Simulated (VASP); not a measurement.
Here is a VASP 6.6.1 calculation.

File INCAR:

```
SYSTEM = NaAl5O2
PREC = Accurate
ENCUT = 520
EDIFF = 1E-7
ISMEAR = 0
SIGMA = 0.2
LREAL = Auto
LASPH = .TRUE.
NELM = 100
ALGO = Normal
ISIF = 2
LWAVE = .FALSE.
LCHARG = .FALSE.
GGA = PE
NBANDS = 48
```

KPOINTS

```
regular mesh
0
G
  12 12 1
  0 0 0
```

File POSCAR:

```
NaAl5O2
1.0
    2.8984699848      0.0000000000      0.0000000000
   -1.4492349924      2.5101486389      0.0000000000
    0.0000000000      0.0000000000     29.1303685557
Na Al O
2 10 4
Direct
    0.6666666667      0.3333333333      0.0920224779
    0.3333333333      0.6666666667      0.9079775221
    0.3333333333      0.6666666667      0.1859592953
    0.0000000000      1.0000000000      0.0000000000
    0.6666666667      0.3333333333      0.8140407047
    0.0000000000      0.0000000000      0.2643067323
    0.0000000000      0.0000000000      0.7356932677
    0.6666666667      0.3333333333      0.5786109836
    0.0000000000      0.0000000000      0.5000000000
    0.3333333333      0.6666666667      0.4213890164
    0.6666666667      0.3333333333      0.3420529962
    0.3333333333      0.6666666667      0.6579470038
    0.0000000000      0.0000000000      0.1496673183
    0.3333333333      0.6666666667      0.0347380490
    0.6666666667      0.3333333333      0.9652619510
    0.0000000000      0.0000000000      0.8503326817
```

Potentials or basis: VASP PAW PBE potentials, release 64 (Na_pv, Al, O).

Command:

```sh
$ cat potpaw_PBE.64/Na_pv/POTCAR potpaw_PBE.64/Al/POTCAR potpaw_PBE.64/O/POTCAR > POTCAR
$ mpirun -np 1 vasp_std > vasp.out
```

Question: What does it give for the pressure?

Answer: 0.0 GPa.

Question: What does it give for the largest force?

Answer: 0.027 eV/Å.

Forces in eV/Å, atoms in the order of the input:
```
Na   0.000  0.000  0.002
Na   0.000  0.000 -0.002
Al   0.000  0.000 -0.023
Al   0.000  0.000  0.000
Al   0.000  0.000  0.023
Al   0.000  0.000 -0.001
Al   0.000  0.000  0.001
Al   0.000  0.000  0.017
Al   0.000  0.000  0.000
Al   0.000  0.000 -0.017
Al   0.000  0.000  0.027
Al   0.000  0.000 -0.027
O    0.000  0.000  0.019
O    0.000  0.000 -0.011
O    0.000  0.000  0.011
O    0.000  0.000 -0.019
```
